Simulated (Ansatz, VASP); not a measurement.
**One calculation of Te, two programs**

```
CELL_PARAMETERS angstrom
3.20246 0.00000 0.00000
0.00000 3.20246 0.00000
0.00000 0.00000 3.20246
ATOMIC_POSITIONS crystal
Te 0.00000 0.00000 0.00000
```

Change from the starting cell: volume scaled by 1, PAW files.

Alike in both runs: task single point; functional PBE; k mesh 12 × 12 × 12; occupations fermi-dirac, width 0.08 eV; no spin polarisation.

```csv
,VASP,Ansatz
version,VASP 6.6.1,Ansatz 0.2.0
potentials or method,"VASP PAW PBE potentials, release 64 (Te)","PAW with Ansatz's default frozen-core files, scalar-relativistic"
plane-wave cutoff (eV),520,420
valence electrons in the cell,6,16
```

```csv
,VASP,Ansatz,Ansatz less VASP
pressure (GPa),0.0,0.0,+0.04
```

The functional is the same, so the differences come from potentials, cutoffs and numerics. VASP's potentials hold 6 valence electrons a cell and Ansatz's 16, so a difference there can come from the potentials and not from the codes.

Neither program's run includes spin-orbit coupling.
